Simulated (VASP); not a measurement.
Input of a VASP 6.6.1 run:

Contents of INCAR:

```
PREC = Accurate
ENCUT = 520
EDIFF = 1E-7
ISMEAR = -1
SIGMA = 0.1
LREAL = False
LASPH = True
NELM = 60
ALGO = Normal
ISIF = 2
LWAVE = False
LCHARG = False
GGA = PE
NBANDS = 17
```

Contents of KPOINTS:

```
Automatic mesh
0
Gamma
  5 5 5
```

The input POSCAR:

```
TePb
1.0
    0.0000000000      3.2310000000      3.2310000000
    3.2310000000      0.0000000000      3.2310000000
    3.2310000000      3.2310000000      0.0000000000
Pb Te
1 1
Direct
    0.0019164345     -0.0000470443     -0.0028700093
    0.4968881151      0.5000762922      0.5046603219
```

Potentials or basis: VASP PAW PBE potentials, release 64 (Pb_d, Te).

Launch:

```sh
$ cat potpaw_PBE.64/Pb_d/POTCAR potpaw_PBE.64/Te/POTCAR > POTCAR
$ mpirun -np 1 vasp_std > vasp.out
```

Problem. Estimate the pressure.

Solution. 2.1 GPa.

Problem. Estimate the band gap on the k mesh.

Solution. 1.21 eV (least direct gap 1.23 eV).

Forces on the atoms (eV/Å):
```
Pb   0.009  0.003 -0.006
Te  -0.009 -0.003  0.006
```

Caveat: spin-orbit coupling is left out, which moves the levels of the heavy elements; an odd mesh through Γ misses points on the zone boundary, where band edges can lie.
